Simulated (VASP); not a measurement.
**Tb: single point with LDA**

Crystal: Tb.

```
CELL_PARAMETERS angstrom
3.35957 0.00000 0.00000
-1.67978 2.90947 0.00000
0.00000 0.00000 5.42398
ATOMIC_POSITIONS crystal
Tb 0.33333 0.66667 0.75000
Tb 0.66667 0.33333 0.25000
```

```json
{"Program": "VASP 6.6.1", "Task": "single point", "Functional": "LDA", "Potentials or basis": "VASP PAW PBE potentials, release 64 (Tb)", "Cutoff": "520 eV", "k mesh": "14 × 14 × 8", "Occupations": "gaussian, width 0.05 eV", "Spin": "collinear spin, ferromagnetic start", "Starting moments": "[6.0, 6.0] μB", "Dipole correction": "no", "Further INCAR settings": "ALGO = Normal; EDIFF = 1e-07; NBANDS = 30"}
```

The pressure is 0.4 GPa. The net moment is 11.72 μB per cell. The site moments are Tb +5.72 μB and the valence electrons inside the program's atomic spheres are Tb 16.39.

Stress tensor (GPa, compression positive):
```
0.40 0.00 0.00
0.00 0.40 0.00
0.00 0.00 0.54
```

Levels at points of the mesh, in eV from the Fermi level:
Spin up:
```
           k point  band 21  band 22  band 23  band 24  band 25  band 26  band 27  band 28  band 29  band 30
(0.00, 0.00, 0.00)    -3.90    -3.88    -3.73    -2.43     1.91     1.91     2.01     2.27     2.70     2.70
(0.50, 0.00, 0.00)    -3.73    -3.69    -1.87    -1.82    -1.34     0.96     1.62     1.85     2.56     6.91
(0.00, 0.00, 0.50)    -3.81    -3.81    -3.29    -3.29     1.05     1.05     1.83     1.83     1.83     1.83
(0.50, 0.00, 0.50)    -3.73    -3.73    -2.20    -2.20    -0.21    -0.21     2.80     2.80     3.55     3.55
```
Spin down:
```tsv
k point	band 9	band 10	band 11	band 12	band 13	band 14	band 15	band 16	band 17	band 18
(0.00, 0.00, 0.00)	-4.69	-2.07	-0.21	-0.15	-0.09	0.06	0.06	0.08	0.13	0.13
(0.50, 0.00, 0.00)	-1.50	-1.44	-1.04	-0.12	0.08	0.10	0.13	0.14	0.16	0.18
(0.00, 0.00, 0.50)	-2.87	-2.87	-0.29	-0.29	-0.03	-0.03	0.06	0.06	0.06	0.06
(0.50, 0.00, 0.50)	-1.85	-1.85	-0.31	-0.31	0.09	0.09	0.14	0.14	0.14	0.14
```

Wall time 14 min on 1 thread of Intel(R) Xeon(R) 6975P-C (Granite Rapids), with other jobs on the host, peak memory 0.37 GiB.

Caveat: the magnetic or orbital state may not be the lowest; the PAW data sets were made with another functional, which shifts forces and pressure a little; spin-orbit coupling is left out, which moves the levels of the heavy elements; semilocal functionals describe open f shells poorly, which spoils levels, moments and volumes. The state reached can hang on the start; a lower one may exist.
